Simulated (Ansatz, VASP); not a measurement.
# BaTiO3: VASP beside Ansatz

```
Ba Ti O
1.0
     2.85594    1.64888    2.31773
    -2.85594    1.64888    2.31773
     0.00000   -3.29776    2.31773
Ba Ti O
1 1 3
Direct
  0.00000 0.00000 0.00000
  0.51400 0.51400 0.51400
  0.49160 0.49160 0.98150
  0.49160 0.98150 0.49160
  0.98150 0.49160 0.49160
```

Change from the starting cell: equal xx and yy strain of +1 %, crystal datasets.

Alike in both runs: task electric field gradients; functional PBE; k mesh 9 × 9 × 9; occupations fermi-dirac, width 0.05 eV; no spin polarisation.

|  | VASP | Ansatz |
| --- | --- | --- |
| version | VASP 6.6.1 | Ansatz 0.2.0 |
| potentials or method | VASP PAW PBE potentials, release 64 (Ba_sv, Ti_sv, O), cutoff 520 eV | all-electron PAW with datasets made for the crystal, scalar-relativistic |

VASP gave:

```
gap on the k mesh at the Fermi level (eV)                     : 2.33
pressure (GPa)                                                : 3.2
traceless stress, the component that is largest in VASP (GPa) : 1.43
rms of the force components (eV/Å)                            : 0.041
size of Vzz on the site where it differs most (V/Å²)          : 4.5
```

Task: Estimate Ansatz's values.

Result: gap on the k mesh at the Fermi level (eV): 2.38; pressure (GPa): 1.5; traceless stress, the component that is largest in VASP (GPa): 1.43; rms of the force components (eV/Å): 0.053; size of Vzz on the site where it differs most (V/Å²): 3.9.

Atom by atom the forces differ by 0.027 eV/Å (rms over components). Ansatz ran all-electron here, and VASP with PAW potentials.

Spin-orbit coupling is off throughout.
